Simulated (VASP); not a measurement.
Here is a VASP 6.6.1 calculation.

File INCAR:

```
PREC     = Accurate       # precision mode
ENCUT    = 520            # plane-wave cutoff, eV
EDIFF    = 1E-6           # SCF threshold, eV
ISMEAR   = 0              # smearing method
SIGMA    = 0.01           # smearing width, eV
LREAL    = F              # projectors in reciprocal space
LASPH    = T              # aspherical terms in the spheres
NELM     = 100            # most SCF steps
ALGO     = Normal         # electronic algorithm
ISIF     = 2              # what is computed and relaxed
LWAVE    = F              # write WAVECAR
LCHARG   = F              # write CHGCAR
GGA      = PE             # functional
NBANDS   = 15             # bands
```

Contents of KPOINTS:

```
Automatic mesh
0
Gamma
  6 6 6
```

POSCAR

```
SrO
1.0
    3.1028650671      0.0000000000      0.0000000000
    0.0000000000      3.1028650671      0.0000000000
    0.0000000000      0.0000000000      3.1028650671
Sr O
1 1
Direct
    0.0000000000      0.0000000000      0.0000000000
    0.5000000000      0.5000000000      0.5000000000
```

Potentials or basis: VASP PAW PBE potentials, release 64 (Sr_sv, O).

Launch:

```sh
$ cat potpaw_PBE.64/Sr_sv/POTCAR potpaw_PBE.64/O/POTCAR > POTCAR
$ mpirun -np 1 vasp_std > vasp.out
```

(1) Estimate the pressure.

(2) Estimate the band gap on the k mesh.

Results:

(1) 3.6 GPa.

(2) 2.75 eV, indirect (least direct gap 2.81 eV).
